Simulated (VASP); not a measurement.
# CaO (P6_3/mmc) in VASP: notebook

CaO is run at these levels: PBE; tasks: single point.

Everything below comes from runs of VASP 6.6.1. Logs are shortened: lines on timing, memory, paths and dates and some standing lists are left out, and cuts for length are marked.

### Step 1. The cell of the first run

The structure is hexagonal, space group P6_3/mmc (No. 194). Conventional cell: a = 4.095 Å, b = 4.095 Å, c = 4.722 Å, α = 90.00°, β = 90.00°, γ = 120.00°. Ca (site symmetry -6m2) has 5 O at 2.36 Å within 3.1 Å. Within 3.1 Å of O (site symmetry -6m2) lie 5 Ca at 2.36 Å.

### Step 2. Single point, PBE (17.14 Å³/atom)

INCAR reads:

```
PREC = Accurate ; ENCUT = 520
EDIFF = 1E-6 ; ISMEAR = 0
SIGMA = 0.05 ; LREAL = F
LASPH = T ; NELM = 60
ALGO = Normal ; ISIF = 2
LWAVE = F ; LCHARG = F
GGA = PE ; NBANDS = 24
```

KPOINTS reads:

```
Automatic mesh
0
Gamma
  9 9 6
```

POSCAR reads:

```
CaO
1.0
    4.0945238161      0.0000000000      0.0000000000
   -2.0472619081      3.5459616412      0.0000000000
    0.0000000000      0.0000000000      4.7218048648
Ca O
2 2
Direct
    0.3333333333      0.6666666667      0.7500000000
    0.6666666667      0.3333333333      0.2500000000
    0.3333333333      0.6666666667      0.2500000000
    0.6666666667      0.3333333333      0.7500000000
```

Potentials or basis: VASP PAW PBE potentials, release 64 (Ca_sv, O).

Started as:

```
$ cat potpaw_PBE.64/Ca_sv/POTCAR potpaw_PBE.64/O/POTCAR > POTCAR
$ mpirun -np 1 vasp_std > vasp.out
```

OUTCAR:

```text
PREC = Accurate
   ENCUT = 520
   EDIFF = 1E-6
   ISMEAR = 0
   LREAL = F
   LASPH = T
   NELM = 60
   ISIF = 2
   GGA = PE

 ion  position               nearest neighbor table
   1  0.333  0.667  0.750-   3 2.36   3 2.36   4 2.36   4 2.36   4 2.36
   2  0.667  0.333  0.250-   4 2.36   4 2.36   3 2.36   3 2.36   3 2.36
   3  0.333  0.667  0.250-   1 2.36   1 2.36   2 2.36   2 2.36   2 2.36
   4  0.667  0.333  0.750-   2 2.36   2 2.36   1 2.36   1 2.36   1 2.36

  LATTYP: Found a hexagonal cell.
 ALAT       =     4.0945238161
 C/A-ratio  =     1.1532000000

  Lattice vectors:

 A1 = (   4.0945238161,   0.0000000000,   0.0000000000)
 A2 = (  -2.0472619081,   3.5459616412,   0.0000000000)
 A3 = (   0.0000000000,   0.0000000000,   4.7218048648)

Analysis of symmetry for initial positions (statically):
=====================================================================
 Subroutine PRICEL returns:
 Original cell was already a primitive cell.

 Routine SETGRP: Setting up the symmetry group for a
 hexagonal supercell.

 Subroutine GETGRP returns: Found 24 space group operations
 (whereof 12 operations were pure point group operations)
 out of a pool of 24 trial point group operations.

The static configuration has the point symmetry D_3d.
 The point group associated with its full space group is D_6h.

Analysis of symmetry for dynamics (positions and initial velocities):
=====================================================================
 Subroutine PRICEL returns:
 Original cell was already a primitive cell.

 Routine SETGRP: Setting up the symmetry group for a
 hexagonal supercell.

 Subroutine GETGRP returns: Found 24 space group operations
 (whereof 12 operations were pure point group operations)
 out of a pool of 24 trial point group operations.

The dynamic configuration has the point symmetry D_3d.
 The point group associated with its full space group is D_6h.

 Subroutine INISYM returns: Found 24 space group operations
 (whereof 12 operations are pure point group operations),
 and found     1 'primitive' translations

----------------------------------------------------------------------------------------

                                     Primitive cell

  volume of cell :      68.5560

  direct lattice vectors                    reciprocal lattice vectors
     4.094523816  0.000000000  0.000000000     0.244228644  0.141005473  0.000000000
    -2.047261908  3.545961641  0.000000000     0.000000000  0.282010947  0.000000000
     0.000000000  0.000000000  4.721804865     0.000000000  0.000000000  0.211783424

  length of vectors
     4.094523816  4.094523816  4.721804865     0.282010947  0.282010947  0.211783424

  position of ions in fractional coordinates (direct lattice)
     0.333333333  0.666666667  0.750000000
     0.666666667  0.333333333  0.250000000
     0.333333333  0.666666667  0.250000000
     0.666666667  0.333333333  0.750000000

  ion indices of the primitive-cell ions
   primitive index   ion index
                 1           1
                 2           2
                 3           3
                 4           4

----------------------------------------------------------------------------------------

 KPOINTS: Automatic mesh

Automatic generation of k-mesh.
 Grid dimensions read from file:
 generate k-points for:    9    9    6

 Generating k-lattice:

  Cartesian coordinates                     Fractional coordinates (reciprocal lattice)
     0.027136516  0.015667275  0.000000000     0.111111111  0.000000000  0.000000000
     0.000000000  0.031334550  0.000000000     0.000000000  0.111111111  0.000000000
     0.000000000  0.000000000  0.035297237     0.000000000  0.000000000  0.166666667

  Length of vectors
     0.031334550  0.031334550  0.035297237

  Shift w.r.t. Gamma in fractional coordinates (k-lattice)
     0.000000000  0.000000000  0.000000000

 Subroutine IBZKPT returns following result:
 ===========================================

 Found     48 irreducible k-points:

 Following reciprocal coordinates:
            Coordinates               Weight
  0.000000  0.000000  0.000000      1.000000
  0.111111 -0.000000  0.000000      6.000000
  0.222222 -0.000000  0.000000      6.000000
  0.333333 -0.000000  0.000000      6.000000
  0.444444 -0.000000  0.000000      6.000000
  0.111111  0.111111  0.000000      6.000000
[... 16 lines left out ...]
  0.333333  0.222222  0.166667     24.000000
  0.333333  0.333333  0.166667      4.000000
 [... further k-points ...]
   k-points           NKPTS =     48   k-points in BZ     NKDIM =     48   number of bands    NBANDS=     24
   number of dos      NEDOS =    301   number of ions     NIONS =      4
   total plane-waves  NPLWV =  32400
   dimension x,y,z NGX =    30 NGY =   30 NGZ =   36
   dimension x,y,z NGXF=    60 NGYF=   60 NGZF=   72
   ions per type =               2   2
   NGX,Y,Z   is equivalent  to a cutoff of  12.18, 12.18, 12.67 a.u.
   NGXF,Y,Z  is equivalent  to a cutoff of  24.36, 24.36, 25.35 a.u.
 SYSTEM =  unknown system
   PREC   = accura    normal or accurate (medium, high low for compatibility)
   ISTART =      0    job   : 0-new  1-cont  2-samecut
   ICHARG =      2    charge: 1-file 2-atom 10-const
   ISPIN  =      1    spin polarized calculation?
   LNONCOLLINEAR =      F non collinear calculations
   LSORBIT =      F    spin-orbit coupling
   LASPH  =      T    aspherical Exc in radial PAW
   ENCUT  =  520.0 eV  38.22 Ry    6.18 a.u.   7.61  7.61  8.78*2*pi/ulx,y,z
   NELM   =     60;   NELMIN=  2; NELMDL= -5     # of ELM steps
   EDIFF  = 0.1E-05   stopping-criterion for ELM
   LREAL  =      F    real-space projection
   EDIFFG = 0.1E-04   stopping-criterion for IOM
   NSW    =      0    number of steps for IOM
   IBRION =     -1    ionic relax: 0-MD 1-quasi-New 2-CG
   NFREE  =      0    steps in history (QN), initial steepest desc. (CG)
   ISIF   =      2    stress and relaxation
   ISYM   =      2    0-nonsym 1-usesym 2-fastsym
   POTIM  = 0.5000    time-step for ionic-motion
   TEBEG  =    0.0;   TEEND  =   0.0 temperature during run
   PSTRESS=    0.0 pullay stress
   NELECT =      32.0000    total number of electrons
   NUPDOWN=      -1.0000    fix difference up-down
   EMIN   =  10.00;   EMAX   =-10.00  energy-range for DOS
   EFERMI =   0.00;   METHOD = LEGACY
   ISMEAR =     0;   SIGMA  =   0.05  broadening in eV -4-tet -1-fermi 0-gaus
   EFERMI_NEDOS =   21; number of points for ismear=-14 and -15
   IALGO  =     38    algorithm
   IMIX   =      4    mixing-type and parameters
     AMIX     =   0.40;   BMIX     =  1.00
     AMIX_MAG =   1.60;   BMIX_MAG =  1.00
  volume/ion in A,a.u.               =      17.14       115.66
  Fermi-wavevector in a.u.,A,eV,Ry     =   1.269920  2.399801 21.942069  1.612697
  Thomas-Fermi vector in A             =   2.402935
   LORBIT       =      0    0 simple, 1 ext, 2 COOP (PROOUT), +10 PAW based schemes
   GGA     = PE    functional components
   LHFCALC =     F    Hartree Fock is set to
   AEXX    =    0.0000 exact exchange contribution
   IVDW    =     0    specifies the selected vdW correction
   LEPSILON=     F    determine dielectric tensor
   LRPA    =     F    only Hartree local field effects (RPA)
 non-spin polarized calculation
 Gauss-broadening in eV      SIGMA  =   0.05
  energy-cutoff  :      520.00
  volume of cell :       68.56
 maximum number of plane-waves:      1872
   NGX = 15   NGY = 15   NGZ = 17

 number of electron      32.0000010 magnetization

 Free energy of the ion-electron system (eV)
  ---------------------------------------------------
  ext. energy  EPLUGINS =         0.00000000
  ---------------------------------------------------
  free energy    TOTEN  =       -25.32043336 eV

  energy without entropy =      -25.32043336  energy(sigma->0) =      -25.32043336

 E-fermi :   1.4410     XC(G=0):  -9.2161

 val. band max:        1.2265209937   @ k =   0.0000   0.0000   0.0000
 cond. band min:       4.1438704188   @ k =   0.0000   0.0000   0.0000
 fundamental gap:      2.9173494251
 Fermi energy:         1.4410435212

 k-point     1 :       0.0000    0.0000    0.0000
  band No.  band energies     occupation
      1     -36.6337      2.00000
      2     -36.5135      2.00000
      3     -17.9158      2.00000
      4     -17.7418      2.00000
      5     -17.7418      2.00000
      6     -17.5470      2.00000
[... 16 lines left out ...]
     23       9.2779      0.00000
     24       9.4132      0.00000

 k-point     2 :       0.1111   -0.0000    0.0000
  band No.  band energies     occupation
      1     -36.6295      2.00000
      2     -36.5157      2.00000
      3     -17.9012      2.00000
      4     -17.7777      2.00000
      5     -17.7509      2.00000
      6     -17.5931      2.00000
[... 16 lines left out ...]
     23       9.1372      0.00000
     24       9.2042      0.00000

 k-point     3 :       0.2222   -0.0000    0.0000
  band No.  band energies     occupation
      1     -36.6178      2.00000
      2     -36.5222      2.00000
      3     -17.8656      2.00000
      4     -17.8602      2.00000
      5     -17.7726      2.00000
      6     -17.7023      2.00000
[... 16 lines left out ...]
     23       9.2349      0.00000
     24       9.3264      0.00000
[... 514 lines left out ...]
 k-point    23 :       0.3333    0.2222    0.1667
  band No.  band energies     occupation
      1     -36.5758      2.00000
      2     -36.5521      2.00000
      3     -18.1089      2.00000
      4     -18.0475      2.00000
      5     -17.8369      2.00000
      6     -17.6115      2.00000
[... 16 lines left out ...]
     23       9.3307      0.00000
     24       9.8894      0.00000

 k-point    24 :       0.3333    0.3333    0.1667
  band No.  band energies     occupation
      1     -36.5635      2.00000
      2     -36.5635      2.00000
      3     -18.0871      2.00000
      4     -18.0871      2.00000
      5     -17.8553      2.00000
      6     -17.5753      2.00000
[... 16 lines left out ...]
     23       9.2980      0.00000
     24      10.0384      0.00000

 [... further k-points ...]

------------------------ aborting loop because EDIFF is reached ----------------------------------------

  FORCE on cell =-STRESS in cart. coord.  units (eV):
  Direction    XX          YY          ZZ          XY          YZ          ZX
  --------------------------------------------------------------------------------------
  -------------------------------------------------------------------------------------
  Total       -1.1722923     -1.1722923      0.8051768      0.0000000     -0.0000000      0.0000000
  in kB      -27.3968754    -27.3968754     18.8172585      0.0000000     -0.0000000      0.0000000
  external PRESSURE =     -11.9921641 kB  Pullay stress =       0.0000000 kB

 VOLUME and BASIS-vectors are now :
 -----------------------------------------------------------------------------
  energy-cutoff  :      520.00
  volume of cell :       68.56
      direct lattice vectors                 reciprocal lattice vectors
     4.094523816  0.000000000  0.000000000     0.244228644  0.141005473  0.000000000
    -2.047261908  3.545961641  0.000000000     0.000000000  0.282010947  0.000000000
     0.000000000  0.000000000  4.721804865     0.000000000  0.000000000  0.211783424

 POSITION                                       TOTAL-FORCE (eV/Angst)
 -----------------------------------------------------------------------------------
     -0.00000      2.36397      3.54135        -0.000000     -0.000000      0.000000
      2.04726      1.18199      1.18045         0.000000     -0.000000      0.000000
     -0.00000      2.36397      1.18045         0.000000     -0.000000     -0.000000
      2.04726      1.18199      3.54135        -0.000000      0.000000     -0.000000
 -----------------------------------------------------------------------------------
    total drift:                               -0.000000      0.000000     -0.000000

  FREE ENERGIE OF THE ION-ELECTRON SYSTEM (eV)
  ---------------------------------------------------
  free  energy   TOTEN  =       -25.3204333566 eV

  energy  without entropy=      -25.3204333566  energy(sigma->0) =      -25.32043336
```

Run time: 94 s. Hardware: 1 thread of Intel Xeon 8259CL, shared host; peak memory 0.22 GiB.

Results:

```
Free energy            : -25.3204 eV
Pressure               : -1.2 GPa
Band gap on the k mesh : 2.92 eV
```

Stress tensor (GPa, compression positive):
```
-2.74  0.00  0.00
 0.00 -2.74  0.00
 0.00  0.00  1.88
```

(Part 1 of 2 ends here.)
